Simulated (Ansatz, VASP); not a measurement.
# Two plane-wave programs on FeO

Contents of INCAR:

```
SYSTEM = FeO
PREC = Accurate ; ENCUT = 520
EDIFF = 1E-7 ; ISMEAR = -1
SIGMA = 0.05 ; LREAL = .False.
LASPH = .True. ; NELM = 150
ALGO = Normal ; ISIF = 2
LWAVE = .False. ; LCHARG = .False.
ISPIN = 2 ; MAGMOM = 3 0
LORBIT = 11 ; LMAXMIX = 4
GGA = PE ; IVDW = 13
NBANDS = 18
```

The input KPOINTS:

```
regular mesh
0
Gamma
  11 11 11
  0 0 0
```

Contents of POSCAR:

```
FeO
1.0
    0.0000000000      2.1976734774      2.1976734774
    2.1976734774      0.0000000000      2.1976734774
    2.1976734774      2.1976734774      0.0000000000
Fe O
1 1
Direct
    0.0000000000      0.0000000000      0.0000000000
    0.5000000000      0.5000000000      0.5000000000
```

The input input.yaml:

```yaml
crystal:
  lattice:
    - [0.0, 2.1976734774, 2.1976734774]
    - [2.1976734774, 0.0, 2.1976734774]
    - [2.1976734774, 2.1976734774, 0.0]
  atoms:
    - { symbol: Fe, position: [0.0, 0.0, 0.0], spin: 3.0 }
    - { symbol: O, position: [0.5, 0.5, 0.5] }
hamiltonian:
  xc: pbe
  pseudopotentials: { kind: paw }
  dispersion: d4
magnetization:
  spin_polarized: true
kpoints:
  mp_grid: { grid: [11, 11, 11] }
scf:
  occupations: { method: fermi_dirac, width: 0.05 }
output:
  forces: true
  stress: true
  eigenvalues: true
```

Alike in both runs: task single point; functional PBE; dispersion D4; k mesh 11 × 11 × 11; occupations fermi-dirac, width 0.05 eV; collinear spin.

|  | VASP | Ansatz |
| --- | --- | --- |
| version | VASP 6.6.1 | Ansatz 0.2.0 |
| potentials or method | VASP PAW PBE potentials, release 64 (Fe, O) | Ansatz PAW |
| plane-wave cutoff (eV) | 520 | 420 |
| valence electrons in the cell | 14 | 22 |

|  | VASP | Ansatz | Ansatz less VASP |
| --- | --- | --- | --- |
| gap on the k mesh at the Fermi level (eV) | none | none | - |
| pressure (GPa) | -13.5 | -13.5 | -0.03 |
| net moment per atom (μB) | 2.00 | 2.00 | 0.000 |
| size of the moment on the site where the two differ most (μB) | 3.63 | 3.48 | -0.152 |

Site moments also hang on the region over which each program counts them. A gap of «none» marks a metal or a gap that the smearing closes. VASP's potentials hold 14 valence electrons a cell and Ansatz's 22, so a difference there can come from the potentials and not from the codes.
